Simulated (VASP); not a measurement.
# Li (Im-3m) in VASP: further runs, part 2 of 2

VASP 6.6.1. Earlier steps stand in the parts before.

### Step 3. Relaxation of cell and atoms, PBEsol

This run uses another cell than the first one, of 21.62 Å³/atom.

Input file INCAR:

```
SYSTEM = Li
PREC = Accurate ; ENCUT = 600
EDIFF = 1E-6 ; ISMEAR = -1
SIGMA = 0.1 ; LREAL = .False.
LASPH = .True. ; NELM = 100
ALGO = Normal ; ISIF = 3
LWAVE = .False. ; LCHARG = .False.
GGA = PS ; IBRION = 2
NSW = 80 ; EDIFFG = -0.02
```

Input file KPOINTS:

```
regular mesh
0
Gamma
  6 6 6
  0 0 0
```

Input file POSCAR:

```
Li
1.0
    3.5100000000      0.0000000000      0.0000000000
    0.0000000000      3.5100000000      0.0000000000
    0.0000000000      0.0000000000      3.5100000000
Li
2
Direct
    0.0000000000      0.0000000000      0.0000000000
    0.5000000000      0.5000000000      0.5000000000
```

Potentials or basis: VASP PAW PBE potentials, release 64 (Li_sv).

The run is started by

```sh
$ cat potpaw_PBE.64/Li_sv/POTCAR > POTCAR
$ mpirun -np 1 vasp_std > vasp.out
```

OUTCAR:

```text
SYSTEM = Li
   PREC = Accurate
   ENCUT = 600
   EDIFF = 1E-6
   ISMEAR = -1
   LREAL = .False.
   LASPH = .True.
   NELM = 100
   ISIF = 3
   GGA = PS
   IBRION = 2
   NSW = 80
   EDIFFG = -0.02

 ion  position               nearest neighbor table
   1  0.000  0.000  0.000-
   2  0.500  0.500  0.500-

  LATTYP: Found a simple cubic cell.
 ALAT       =     3.5100000000

  Lattice vectors:

 A1 = (   3.5100000000,   0.0000000000,   0.0000000000)
 A2 = (   0.0000000000,   3.5100000000,   0.0000000000)
 A3 = (   0.0000000000,   0.0000000000,   3.5100000000)

Analysis of symmetry for initial positions (statically):
=====================================================================
 Subroutine PRICEL returns following result:

  LATTYP: Found a body centered cubic cell.
 ALAT       =     3.5100000000

  Lattice vectors:

 A1 = (   1.7550000000,   1.7550000000,  -1.7550000000)
 A2 = (  -1.7550000000,   1.7550000000,   1.7550000000)
 A3 = (   1.7550000000,  -1.7550000000,   1.7550000000)

   2 primitive cells build up your supercell.

 Routine SETGRP: Setting up the symmetry group for a
 simple cubic supercell.

 Subroutine GETGRP returns: Found 48 space group operations
 (whereof 48 operations were pure point group operations)
 out of a pool of 48 trial point group operations.

The static configuration has the point symmetry O_h .

Analysis of symmetry for dynamics (positions and initial velocities):
=====================================================================
 Subroutine PRICEL returns following result:

  LATTYP: Found a body centered cubic cell.
 ALAT       =     3.5100000000

  Lattice vectors:

 A1 = (   1.7550000000,   1.7550000000,  -1.7550000000)
 A2 = (  -1.7550000000,   1.7550000000,   1.7550000000)
 A3 = (   1.7550000000,  -1.7550000000,   1.7550000000)

   2 primitive cells build up your supercell.

 Routine SETGRP: Setting up the symmetry group for a
 simple cubic supercell.

 Subroutine GETGRP returns: Found 48 space group operations
 (whereof 48 operations were pure point group operations)
 out of a pool of 48 trial point group operations.

The dynamic configuration has the point symmetry O_h .

 Subroutine INISYM returns: Found 48 space group operations
 (whereof 48 operations are pure point group operations),
 and found     2 'primitive' translations

----------------------------------------------------------------------------------------

                                     Primitive cell

  volume of cell :      21.6218

  direct lattice vectors                    reciprocal lattice vectors
     1.755000000  1.755000000 -1.755000000     0.284900285  0.284900285  0.000000000
    -1.755000000  1.755000000  1.755000000    -0.000000000  0.284900285  0.284900285
     1.755000000 -1.755000000  1.755000000     0.284900285  0.000000000  0.284900285

  length of vectors
     3.039749167  3.039749167  3.039749167     0.402909847  0.402909847  0.402909847

  position of ions in fractional coordinates (direct lattice)
     0.000000000  0.000000000  0.000000000

  ion indices of the primitive-cell ions
   primitive index   ion index
                 1           1

----------------------------------------------------------------------------------------

 KPOINTS: regular mesh

Automatic generation of k-mesh.
 Grid dimensions read from file:
 generate k-points for:    6    6    6

 Generating k-lattice:

  Cartesian coordinates                     Fractional coordinates (reciprocal lattice)
     0.047483381  0.000000000  0.000000000     0.166666667  0.000000000  0.000000000
     0.000000000  0.047483381  0.000000000     0.000000000  0.166666667  0.000000000
     0.000000000  0.000000000  0.047483381     0.000000000  0.000000000  0.166666667

  Length of vectors
     0.047483381  0.047483381  0.047483381

  Shift w.r.t. Gamma in fractional coordinates (k-lattice)
     0.000000000  0.000000000  0.000000000

 Subroutine IBZKPT returns following result:
 ===========================================

 Found     20 irreducible k-points:

 Following reciprocal coordinates:
            Coordinates               Weight
  0.000000  0.000000  0.000000      1.000000
  0.166667  0.000000  0.000000      6.000000
  0.333333  0.000000  0.000000      6.000000
  0.500000  0.000000  0.000000      3.000000
  0.166667  0.166667  0.000000     12.000000
  0.333333  0.166667  0.000000     24.000000
[... 12 lines left out ...]
  0.500000  0.500000  0.333333      6.000000
  0.500000  0.500000  0.500000      1.000000
   k-points           NKPTS =     20   k-points in BZ     NKDIM =     20   number of bands    NBANDS=      7
   number of dos      NEDOS =    301   number of ions     NIONS =      2
   total plane-waves  NPLWV =  21952
   dimension x,y,z NGX =    28 NGY =   28 NGZ =   28
   dimension x,y,z NGXF=    56 NGYF=   56 NGZF=   56
   ions per type =               2
   NGX,Y,Z   is equivalent  to a cutoff of  13.26, 13.26, 13.26 a.u.
   NGXF,Y,Z  is equivalent  to a cutoff of  26.52, 26.52, 26.52 a.u.
 SYSTEM =  Li
   PREC   = accura    normal or accurate (medium, high low for compatibility)
   ISTART =      0    job   : 0-new  1-cont  2-samecut
   ICHARG =      2    charge: 1-file 2-atom 10-const
   ISPIN  =      1    spin polarized calculation?
   LNONCOLLINEAR =      F non collinear calculations
   LSORBIT =      F    spin-orbit coupling
   LASPH  =      T    aspherical Exc in radial PAW
   ENCUT  =  600.0 eV  44.10 Ry    6.64 a.u.   7.01  7.01  7.01*2*pi/ulx,y,z
   NELM   =    100;   NELMIN=  2; NELMDL= -5     # of ELM steps
   EDIFF  = 0.1E-05   stopping-criterion for ELM
   LREAL  =      F    real-space projection
   EDIFFG = -.2E-01   stopping-criterion for IOM
   NSW    =     80    number of steps for IOM
   IBRION =      2    ionic relax: 0-MD 1-quasi-New 2-CG
   NFREE  =      1    steps in history (QN), initial steepest desc. (CG)
   ISIF   =      3    stress and relaxation
   ISYM   =      2    0-nonsym 1-usesym 2-fastsym
   POTIM  = 0.5000    time-step for ionic-motion
   TEBEG  =    0.0;   TEEND  =   0.0 temperature during run
   PSTRESS=    0.0 pullay stress
   NELECT =       6.0000    total number of electrons
   NUPDOWN=      -1.0000    fix difference up-down
   EMIN   =  10.00;   EMAX   =-10.00  energy-range for DOS
   EFERMI =   0.00;   METHOD = LEGACY
   ISMEAR =    -1;   SIGMA  =   0.10  broadening in eV -4-tet -1-fermi 0-gaus
   EFERMI_NEDOS =   21; number of points for ismear=-14 and -15
   IALGO  =     38    algorithm
   IMIX   =      4    mixing-type and parameters
     AMIX     =   0.40;   BMIX     =  1.00
     AMIX_MAG =   1.60;   BMIX_MAG =  1.00
  volume/ion in A,a.u.               =      21.62       145.91
  Fermi-wavevector in a.u.,A,eV,Ry     =   0.847523  1.601586  9.772999  0.718295
  Thomas-Fermi vector in A             =   1.963042
   LORBIT       =      0    0 simple, 1 ext, 2 COOP (PROOUT), +10 PAW based schemes
   GGA     = PS    functional components
   LHFCALC =     F    Hartree Fock is set to
   AEXX    =    0.0000 exact exchange contribution
   IVDW    =     0    specifies the selected vdW correction
   LEPSILON=     F    determine dielectric tensor
   LRPA    =     F    only Hartree local field effects (RPA)
 conjugate gradient relaxation of ions
 non-spin polarized calculation
  energy-cutoff  :      600.00
  volume of cell :       43.24
 maximum number of plane-waves:      1472
   NGX = 15   NGY = 15   NGZ = 15

--------------------------------------- Ionic step        1  -------------------------------------------

 number of electron       6.0000021 magnetization

 Free energy of the ion-electron system (eV)
  ---------------------------------------------------
  ext. energy  EPLUGINS =         0.00000000
  ---------------------------------------------------
  free energy    TOTEN  =        -3.95017434 eV

  energy without entropy =       -3.91185278  energy(sigma->0) =       -3.93101356

------------------------ aborting loop because EDIFF is reached ----------------------------------------

  FORCE on cell =-STRESS in cart. coord.  units (eV):
  Direction    XX          YY          ZZ          XY          YZ          ZX
  --------------------------------------------------------------------------------------
  -------------------------------------------------------------------------------------
  Total       -0.2504775     -0.2504775     -0.2504775      0.0000000      0.0000000      0.0000000
  in kB       -9.2802129     -9.2802129     -9.2802129      0.0000000      0.0000000      0.0000000
  external PRESSURE =      -9.2802129 kB  Pullay stress =       0.0000000 kB
[... 57 lines left out ...]
  energy  without entropy=       -3.9160705725  energy(sigma->0) =       -3.93515380

--------------------------------------- Ionic step        3  -------------------------------------------

 number of electron       5.9999998 magnetization

 Free energy of the ion-electron system (eV)
  ---------------------------------------------------
  ext. energy  EPLUGINS =         0.00000000
  ---------------------------------------------------
  free energy    TOTEN  =        -3.96012730 eV

  energy without entropy =       -3.92239776  energy(sigma->0) =       -3.94126253

 E-fermi :   0.5976     XC(G=0):  -7.0325

 val. band max:        0.3778133710   @ k =   0.5000   0.3333   0.0000
 cond. band min:       0.6733221359   @ k =   0.5000   0.3333   0.1667
 fundamental gap:      0.2955087650
 Fermi energy:         0.5976241041

 k-point     1 :       0.0000    0.0000    0.0000
  band No.  band energies     occupation
      1     -45.2571      2.00000
      2     -45.2223      2.00000
      3      -2.9215      2.00000
      4       6.1881      0.00000
      5       6.1881      0.00000
      6       6.1881      0.00000
      7       8.4338      0.00000
[... 217 lines left out ...]
  FREE ENERGIE OF THE ION-ELECTRON SYSTEM (eV)
  ---------------------------------------------------
  free  energy   TOTEN  =        -3.9601273016 eV

  energy  without entropy=       -3.9223977551  energy(sigma->0) =       -3.94126253

 reached required accuracy - stopping structural energy minimisation
```

CONTCAR:

```text
Li
   1.00000000000000
     3.4286117321698666    0.0000000000000000    0.0000000000000000
     0.0000000000000000    3.4286117321698666    0.0000000000000000
    -0.0000000000000000    0.0000000000000000    3.4286117321698666
  Li
     2
Direct
     0.0000000000000000    0.0000000000000000    0.0000000000000000
     0.5000000000000000    0.5000000000000000    0.5000000000000000

  0.00000000E+00  0.00000000E+00  0.00000000E+00
  0.00000000E+00  0.00000000E+00  0.00000000E+00
```

It took 9.4 s on 1 thread of AMD EPYC 7R13 (Zen 3), shared host; peak memory 0.11 GiB.

Results:

| Quantity | Value |
| --- | --- |
| Free energy | -3.9601 eV |
| Relaxed volume | 20.15 Å³/atom |
| Relaxed cell | a = 3.429 Å, b = 3.429 Å, c = 3.429 Å, α = 90.00°, β = 90.00°, γ = 90.00° |
| Space group after relaxing (to 0.1 Å) | Im-3m (No. 229) |
| Energy gained by relaxing | 5.0 meV/atom |
| Ionic steps | 3 |
| Pressure after relaxing | -0.1 GPa |
| Band gap on the k mesh | zero (bands 3 and 4 overlap by 4.54 eV) |

The path:
```tsv
step	energy change (eV)	largest force (eV/Å)	pressure (GPa)	volume (Å³)
1	0.0000	0.0000	-0.93	43.24
2	-0.0041	0.0000	-0.74	42.46
3	-0.0100	0.0000	-0.10	40.30
```

Final structure:
```
Li
1.0
     3.42861    0.00000    0.00000
     0.00000    3.42861    0.00000
     0.00000    0.00000    3.42861
Li
2
Direct
  0.00000 0.00000 0.00000
  0.50000 0.50000 0.50000
```

Caveat: the cutoff is under 1.25 times the usual one of these potentials, so pressure, stress and relaxed cells hold a basis-set (Pulay) error; the PAW data sets were made with another functional, which shifts forces and pressure a little.
